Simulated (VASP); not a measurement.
A run of VASP 6.6.1:

INCAR

```
PREC = Accurate
ENCUT = 600
EDIFF = 1E-7
ISMEAR = 0
SIGMA = 0.1
LREAL = False
LASPH = True
NELM = 60
ALGO = Normal
ISIF = 3
LWAVE = False
LCHARG = False
GGA = PE
IBRION = 2
NSW = 90
EDIFFG = -0.04
```

Contents of KPOINTS:

```
regular mesh
0
Gamma
  6 6 6
```

Contents of POSCAR:

```
Y2GeS
1.0
   -2.3914715800      2.3914715800      3.8546655100
    2.3914715800     -2.3914715800      3.8546655100
    2.3914715800      2.3914715800     -3.8546655100
Y Ge S
2 1 1
Direct
    0.5000000000      0.0000000000      0.5000000000
    0.0000000000      0.5000000000      0.5000000000
    0.5000000000      0.5000000000      0.0000000000
    0.0000000000      0.0000000000      0.0000000000
```

Potentials or basis: VASP PAW PBE potentials, release 64 (Y_sv, Ge_d, S).

Launch:

```console
$ cat potpaw_PBE.64/Y_sv/POTCAR potpaw_PBE.64/Ge_d/POTCAR potpaw_PBE.64/S/POTCAR > POTCAR
$ mpirun -np 1 vasp_std > vasp.out
```

Hardware: 1 thread of Intel(R) Xeon(R) 6975P-C (Granite Rapids), with other jobs on the host.

Question: Estimate the wall time of this run.

Answer: Run time: 9.7 min on 1 thread of Intel(R) Xeon(R) 6975P-C (Granite Rapids) (shared host), peak memory 0.35 GiB. Counts: scf iterations 153, k points 30, ion steps 12.
